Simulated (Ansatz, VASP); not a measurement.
# Sn4TeP2 in VASP and in Ansatz

Contents of INCAR:

```
  PREC = Accurate
  ENCUT = 520
  EDIFF = 1E-6
  ISMEAR = 0
  SIGMA = 0.1
  LREAL = F
  LASPH = T
  NELM = 80
  ALGO = Normal
  ISIF = 2
  LWAVE = F
  LCHARG = F
  GGA = PE
  NBANDS = 45
```

File KPOINTS:

```
Automatic mesh
0
Gamma
  4 4 2
```

The input POSCAR:

```
Sn4TeP2
1.0
    4.7556595700      0.0000000000      0.0000000000
    0.0000000000      4.7556595700      0.0000000000
    0.0000000000      0.0000000000     13.4510365200
Sn Te P
4 1 2
Direct
    0.0000000000      0.0000000000      0.7500000000
    0.5000000000      0.5000000000      0.5000000000
    0.0000000000      0.0000000000      0.2500000000
    0.5000000000      0.5000000000      0.0000000000
    0.0000000000      0.0000000000      0.5000000000
    0.5000000000      0.5000000000      0.2500000000
    0.5000000000      0.5000000000      0.7500000000
```

Input for Ansatz:

```yaml
crystal:
  lattice:
    - [4.75565957, 0.0, 0.0]
    - [0.0, 4.75565957, 0.0]
    - [0.0, 0.0, 13.45103652]
  atoms:
    - { symbol: Sn, position: [0.0, 0.0, 0.75] }
    - { symbol: Sn, position: [0.5, 0.5, 0.5] }
    - { symbol: Sn, position: [0.0, 0.0, 0.25] }
    - { symbol: Sn, position: [0.5, 0.5, 0.0] }
    - { symbol: Te, position: [0.0, 0.0, 0.5] }
    - { symbol: P, position: [0.5, 0.5, 0.25] }
    - { symbol: P, position: [0.5, 0.5, 0.75] }
basis:
  ecutwfc: 420
kpoints:
  mp_grid: { grid: [4, 4, 2] }
hamiltonian:
  xc: pbe
scf:
  occupations: { method: gaussian, width: 0.1 }
  lower_state_search: "off"
output:
  forces: true
  stress: true
  eigenvalues: true
```

Change from the starting cell: ordered mixture with vacancies on the anion sites of rock salt (P4/mmm, No. 123).

Alike in both runs: task single point; functional PBE; k mesh 4 × 4 × 2; occupations gaussian, width 0.1 eV; no spin polarisation.

```csv
,VASP,Ansatz
version,VASP 6.6.1,Ansatz 0.2.0
potentials or method,"VASP PAW PBE potentials, release 64 (Sn_d, Te, P), cutoff 520 eV","scalar-relativistic, plane waves, PAW"
valence electrons in the cell,72,82
```

|  | VASP | Ansatz | Ansatz less VASP |
| --- | --- | --- | --- |
| gap on the k mesh at the Fermi level (eV) | none | none | - |
| pressure (GPa) | -7.4 | -7.4 | +0.03 |
| traceless stress, the component that is largest in VASP (GPa) | -1.04 | -1.04 | +0.003 |
| rms of the force components (eV/Å) | 0.151 | 0.151 | +0.0001 |

Atom by atom the forces differ by 0.000 eV/Å (rms over components). A gap of «none» marks a metal or a gap that the smearing closes. With one functional, cell and mesh, what is left measures potentials, basis and numerics. VASP's potentials hold 72 valence electrons a cell and Ansatz's 82, so a difference there can come from the potentials and not from the codes.

Neither program's run includes spin-orbit coupling.
